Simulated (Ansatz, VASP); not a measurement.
# MoW14: VASP beside Ansatz

```xyz
15
Lattice="6.3200 0.0000 0.0000 0.0000 6.3200 0.0000 0.0000 0.0000 6.3200" Properties=species:S:1:pos:R:3 pbc="T T T"
Mo    0.0107   -0.0040   -0.0057
W     3.1425   -0.0040   -0.0066
W     0.0118    3.1846   -0.0061
W     0.0116   -0.0039    3.1824
W     1.5778    1.5891    1.5867
W     3.1398    3.1883   -0.0074
W     3.1392   -0.0054    3.1862
W     4.7396    1.5879    1.5857
W     0.0126    3.1880    3.1860
W     1.5754    4.7526    1.5885
W     1.5755    1.5908    4.7501
W     3.1433    3.1839    3.1817
W     4.7387    4.7498    1.5866
W     4.7387    1.5891    4.7476
W     4.7379    4.7526    4.7501
```

Alike in both runs: functional PBE; k mesh 3 × 3 × 3; occupations gaussian, width 0.1 eV; no spin polarisation.

Ansatz relaxed the structure, and its values are those at the end. VASP's run is a single point on that final structure, the one shown.

```csv
,VASP,Ansatz
version,VASP 6.6.1,Ansatz 0.2.0
potentials or method,"VASP PAW PBE potentials, release 64 (Mo_sv, W_sv), cutoff 520 eV","scalar-relativistic, plane waves, PAW"
valence electrons in the cell,210,210
```

Ansatz gave:

| Property | Result |
| --- | --- |
| rms of the force components (eV/Å) | 0.009 |

What did VASP give for the same quantities?

rms of the force components (eV/Å): 0.011.

Spin-orbit coupling is off throughout.
